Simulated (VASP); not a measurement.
Input of a VASP 6.6.1 run:

File INCAR:

```
SYSTEM = Lu
ALGO     = Normal         ! electronic algorithm
EDIFF    = 1E-6           ! SCF threshold, eV
ENCUT    = 520            ! plane-wave cutoff, eV
GGA      = PE             ! functional
ISIF     = 2              ! what is computed and relaxed
ISMEAR   = 0              ! smearing method
LASPH    = .TRUE.         ! aspherical terms in the spheres
LCHARG   = .FALSE.        ! write CHGCAR
LREAL    = .FALSE.        ! projectors in reciprocal space
LWAVE    = .FALSE.        ! write WAVECAR
NBANDS   = 32             ! bands
NELM     = 100            ! most SCF steps
PREC     = Accurate       ! precision mode
SIGMA    = 0.05           ! smearing width, eV
```

Contents of KPOINTS:

```
k-points
0
G
  6 6 4
  0 0 0
```

POSCAR

```
Lu
1.0
    3.5140225447      0.0000000000      0.0000000000
   -1.7570112723      3.0432327932      0.0000000000
    0.0000000000      0.0000000000      5.4169371840
Lu
2
Direct
    0.3333333333      0.6666666667      0.7500000000
    0.6666666667      0.3333333333      0.2500000000
```

Potentials or basis: VASP PAW PBE potentials, release 64 (Lu).

The run is started by

```console
$ cat potpaw_PBE.64/Lu/POTCAR > POTCAR
$ mpirun -np 1 vasp_std > vasp.out
```

**Question.** What does it give for the band gap on the k mesh?

**Answer.** Zero (band 25 reaches 3.53 eV, above the bottom of band 26 at 1.58 eV).

**Question.** Predict the pressure.

**Answer.** 0.6 GPa.

Stress tensor (GPa, compression positive):
```
0.51 0.00 0.00
0.00 0.51 0.00
0.00 0.00 0.68
```

Caveat: spin-orbit coupling is left out, which moves the levels of the heavy elements.
